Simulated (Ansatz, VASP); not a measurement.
**CO2: VASP beside Ansatz**

The input INCAR:

```
PREC = Accurate
ENCUT = 520
EDIFF = 1E-6
ISMEAR = 0
SIGMA = 0.01
LREAL = F
LASPH = T
NELM = 60
ALGO = Normal
ISIF = 2
LWAVE = F
LCHARG = T
GGA = PS
LELF = T
LVHAR = T
NBANDS = 25
```

The input KPOINTS:

```
regular mesh
0
Gamma
  4 4 4
```

POSCAR

```
CO2
1.0
    3.5161000000      0.0000000000      0.0000000000
    0.0000000000      3.5161000000      0.0000000000
    0.0000000000      0.0000000000      4.1043000000
C O
2 4
Direct
    0.0200000000      0.0000000000      0.0000000000
    0.5000000000      0.5000000000      0.5000000000
    0.2300000000      0.2300000000      0.0000000000
    0.2700000000      0.7300000000      0.5000000000
    0.7700000000      0.7700000000      0.0000000000
    0.7300000000      0.2700000000      0.5000000000
```

Input for Ansatz:

```yaml
crystal:
  lattice:
    - [3.5161, 0.0, 0.0]
    - [0.0, 3.5161, 0.0]
    - [0.0, 0.0, 4.1043]
  atoms:
    - { symbol: C, position: [0.02, 0.0, 0.0] }
    - { symbol: C, position: [0.5, 0.5, 0.5] }
    - { symbol: O, position: [0.23, 0.23, 0.0] }
    - { symbol: O, position: [0.27, 0.73, 0.5] }
    - { symbol: O, position: [0.77, 0.77, 0.0] }
    - { symbol: O, position: [0.73, 0.27, 0.5] }
basis:
  ecutwfc: 489.804952427784
kpoints:
  mp_grid:
    grid: [4, 4, 4]
hamiltonian:
  xc: pbesol
scf:
  occupations:
    method: fixed
output:
  forces: true
```

Alike in both runs: task single point; functional PBEsol; k mesh 4 × 4 × 4; no spin polarisation.

```csv
,VASP,Ansatz
version,VASP 6.6.1,Ansatz 0.2.0
potentials or method,"VASP PAW PBE potentials, release 64 (C, O), cutoff 520 eV","plane waves, PAW"
occupations,"gaussian, width 0.01 eV",fixed
valence electrons in the cell,32,32
```

VASP gave:

- rms of the force components (eV/Å): 3.463

Question: Which values does Ansatz return?

Answer: rms of the force components (eV/Å): 3.109.

VASP's potentials were made for PBE, not for PBEsol. Atom by atom the forces differ by 0.464 eV/Å (rms over components).

The k mesh is coarse, so the values compare programs but aren't converged. Noted on VASP's run: the standard files for N, O and F lose accuracy on very short bonds.
